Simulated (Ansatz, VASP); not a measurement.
**W in VASP and in Ansatz**

```
CELL_PARAMETERS angstrom
-2.05720 2.05720 1.08239
2.05720 -2.05720 1.08239
2.05720 2.05720 -1.08239
ATOMIC_POSITIONS crystal
W 0.62500 0.87500 0.75000
W 0.37500 0.12500 0.25000
```

Change from the starting cell: volume scaled by 0.52, LAPW.

Alike in both runs: task single point; functional PBE; k mesh 16 × 16 × 16; occupations fermi-dirac, width 0.05 eV; no spin polarisation.

|  | VASP | Ansatz |
| --- | --- | --- |
| version | VASP 6.6.1 | Ansatz 0.2.0 |
| potentials or method | VASP PAW PBE potentials, release 64 (W_sv), cutoff 520 eV | all-electron LAPW, scalar-relativistic |

```csv
,VASP,Ansatz,Ansatz less VASP
pressure (GPa),597.0,564.2,-32.87
"traceless stress, the component that is largest in VASP (GPa)",1.89,-0.75,-2.637
```

Both programs put the cell under a high pressure, so it lies far from rest at this level. Ansatz ran all-electron here, and VASP with PAW potentials.

Spin-orbit coupling is off throughout. Noted on VASP's run: the cell as given lies far from equilibrium.
